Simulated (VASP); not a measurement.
The system is CaNb.

```
Ca Nb
1.0
     1.57065    0.90682    5.00281
    -1.57065    0.90682    5.00281
     0.00000   -1.81363    5.00281
Ca Nb
1 1
Direct
  0.00000 0.00000 0.00000
  0.50000 0.50000 0.50000
```

| Quantity | Value |
| --- | --- |
| Program | VASP 6.6.1 |
| Task | relaxation of cell and atoms |
| Functional | PBE |
| Potentials or basis | VASP PAW PBE potentials, release 64 (Ca_sv, Nb_sv) |
| Cutoff | 600 eV |
| k mesh | 6 × 6 × 6 |
| Occupations | gaussian, width 0.1 eV |
| Spin | no spin polarisation |

At the start: pressure 8.3 GPa; volume 21.38 Å³/atom.

Task: How do energy, volume and symmetry change on relaxing?

Result: Over 6 steps the energy falls by 147.7 meV/atom and the volume is 23.78 Å³/atom (+11.2 %); space group R-3m (No. 166, to 0.1 Å) before and after.

The path:
```csv
step,energy change (eV),largest force (eV/Å),pressure (GPa),volume (Å³)
1,0.0000,0.0000,8.27,42.75
2,-0.2632,0.0000,-2.70,49.80
3,-0.2667,0.0000,-1.78,49.00
4,-0.2950,0.0000,-0.32,47.67
5,-0.2953,0.0000,-0.15,47.52
6,-0.2953,0.0000,-0.16,47.55
```

Final structure:
```
CELL_PARAMETERS angstrom
1.56006 0.90070 5.64051
-1.56006 0.90070 5.64051
0.00000 -1.80141 5.64051
ATOMIC_POSITIONS crystal
Ca 0.00000 0.00000 0.00000
Nb 0.50000 0.50000 0.50000
```

Caveat: the k points lie up to 0.39 Å⁻¹ apart in the final cell, too coarse for converged energies and pressures of a metal.
